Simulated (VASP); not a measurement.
A run of VASP 6.6.1 is set up as follows.

POSCAR

```
InGaAs2
1.0
    4.1532821668      0.0000000000      0.0000000000
    0.0000000000      4.1532821668      0.0000000000
    0.0000000000      0.0000000000      5.9223026268
In Ga As
1 1 2
Direct
    0.0000000000      0.0000000000      0.5000000000
    0.5000000000      0.5000000000      0.0000000000
    0.5000000000      0.0000000000      0.7698871171
    0.0000000000      0.5000000000      0.2301128829
```

INCAR.step1

```
SYSTEM = InGaAs2
PREC = Accurate
ENCUT = 520
ISMEAR = 0
SIGMA = 0.01
LREAL = .FALSE.
LASPH = .TRUE.
NELM = 80
NBANDS = 26
GGA = PE
ALGO = Normal
EDIFF = 1E-4
LWAVE = .TRUE.
LCHARG = .FALSE.
```

File INCAR.step2:

```
SYSTEM = InGaAs2
PREC = Accurate
ENCUT = 520
EDIFF = 1E-7
ISMEAR = 0
SIGMA = 0.01
LREAL = .FALSE.
LASPH = .TRUE.
NELM = 80
ALGO = Normal
ISIF = 2
LWAVE = .FALSE.
LCHARG = .TRUE.
METAGGA = R2SCAN
LMIXTAU = .TRUE.
LELF = .TRUE.
LVHAR = .TRUE.
NBANDS = 26
ISTART = 1
```

File KPOINTS:

```
regular mesh
0
G
  8 8 6
  0 0 0
```

Potentials or basis: VASP PAW PBE potentials, release 64 (In_d, Ga_d, As).

Command:

```console
$ cat potpaw_PBE.64/In_d/POTCAR potpaw_PBE.64/Ga_d/POTCAR potpaw_PBE.64/As/POTCAR > POTCAR
$ cp INCAR.step1 INCAR
$ mpirun -np 1 vasp_std > vasp.out
$ cp INCAR.step2 INCAR
$ mpirun -np 1 vasp_std > vasp.out
```

What does it give for the band gap on the k mesh?

0.28 eV.

Predict the pressure.

0.0 GPa.

Forces in eV/Å, atoms in the order of the input:
```
In   0.000  0.000  0.000
Ga   0.000  0.000  0.000
As   0.000  0.000 -0.002
As   0.000  0.000  0.002
```

Caveat: semilocal functionals underestimate gaps, and a narrow one can read as zero; the PAW data sets were made with another functional, which shifts forces and pressure a little; spin-orbit coupling is left out, which moves the levels of the heavy elements.
